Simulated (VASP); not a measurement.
# PbF2: single point with PBEsol

The system is PbF2.

```
Pb F
1.0
     0.00000    5.92088    5.92088
     5.92088    0.00000    5.92088
     5.92088    5.92088    0.00000
Pb F
8 16
Direct
  0.99369 0.00192 0.97784
  0.00507 0.99770 0.52711
  0.00769 0.51623 0.97915
  0.01706 0.50671 0.51780
  0.50463 0.01125 0.98956
  0.48374 0.97897 0.52106
  0.48551 0.49808 0.98723
  0.48631 0.50207 0.50193
  0.17038 0.09607 0.04748
  0.33398 0.41442 0.36586
  0.08611 0.15624 0.66796
  0.35442 0.33991 0.84980
  0.14866 0.56501 0.11011
  0.38441 0.85785 0.38281
  0.15549 0.62777 0.65220
  0.46669 0.85725 0.82536
  0.62421 0.16340 0.10092
  0.99951 0.32061 0.34680
  0.67501 0.08336 0.65932
  0.86360 0.38411 0.85233
  0.63536 0.61292 0.16365
  0.81766 0.89457 0.42752
  0.56152 0.62736 0.63369
  0.90079 0.85817 0.89596
```

```yaml
Program: VASP 6.6.1
Task: single point
Functional: PBEsol
Potentials_or_basis: VASP PAW PBE potentials, release 64 (Pb_d, F)
Cutoff: 520 eV
k_mesh: 2 × 2 × 2
Occupations: fermi-dirac, width 0.146 eV
Spin: no spin polarisation
Dipole_correction: no
Further_INCAR_settings: LREAL = Auto; ALGO = Normal; EDIFF = 1e-06; NBANDS = 130
```

| Item | Value |
| --- | --- |
| Pressure | 5.2 GPa |
| Largest force | 3.080 eV/Å |
| Band gap on the k mesh | 3.36 eV |

Forces in eV/Å, atoms in the order of the input:
```
Pb   2.553  1.723 -0.026
Pb  -0.531 -0.945  0.565
Pb   0.137  0.764 -2.423
Pb  -0.094 -1.461 -0.575
Pb   0.039  0.353 -1.059
Pb  -0.640 -0.518  1.113
Pb   0.347  0.707  0.484
Pb  -1.142  0.097  0.478
F    0.314  0.212 -0.223
F   -0.394  0.714  0.412
F   -1.188 -0.328  0.528
F    0.497  0.580  0.500
F    0.708 -0.110  1.092
F    0.149 -0.203 -0.059
F   -0.399 -1.257  0.237
F    0.524  0.580 -0.779
F   -0.453  0.330 -0.271
F    0.325 -0.040 -0.642
F    0.395 -0.580  0.437
F    0.409  0.154 -0.176
F   -0.425 -0.444  0.239
F   -0.600  0.149  0.100
F    0.216  0.474  0.458
F   -0.747 -0.951 -0.409
```

Stress tensor (GPa, compression positive):
```
 5.03  0.96 -1.09
 0.96  5.05 -0.70
-1.09 -0.70  5.50
```

Levels at points of the mesh, in eV from the valence-band top:
```
           k point  band 109  band 110  band 111  band 112  band 113  band 114  band 115  band 116
(0.00, 0.00, 0.00)     -0.55     -0.46     -0.26      0.00      3.36      3.54      3.84      4.05
(0.50, 0.00, 0.00)     -0.66     -0.51     -0.29     -0.14      3.98      4.11      4.21      4.38
(0.00, 0.50, 0.00)     -0.70     -0.57     -0.31     -0.04      3.80      4.01      4.25      4.48
(0.00, 0.00, 0.50)     -0.55     -0.53     -0.35     -0.26      3.86      3.93      4.11      4.31
(0.50, 0.50, 0.50)     -0.62     -0.45     -0.22     -0.14      3.81      3.96      4.25      4.50
(0.50, 0.50, 0.00)     -0.68     -0.57     -0.35     -0.18      4.07      4.26      4.40      4.60
(0.00, 0.50, 0.50)     -0.69     -0.49     -0.35     -0.11      4.05      4.19      4.42      4.50
(0.50, 0.00, 0.50)     -0.71     -0.54     -0.36     -0.12      3.94      4.25      4.46      4.62
```

It took 21 min on 1 thread of Intel Xeon 8259CL, with other jobs on the host, peak memory 0.71 GiB.

Caveat: the k points lie up to 0.46 Å⁻¹ apart; the structure was generated, so it needn't be the stable form of PbF2; the PAW data sets were made with another functional, which shifts forces and pressure a little; spin-orbit coupling is left out, which moves the levels of the heavy elements. A k mesh can miss the band edges.
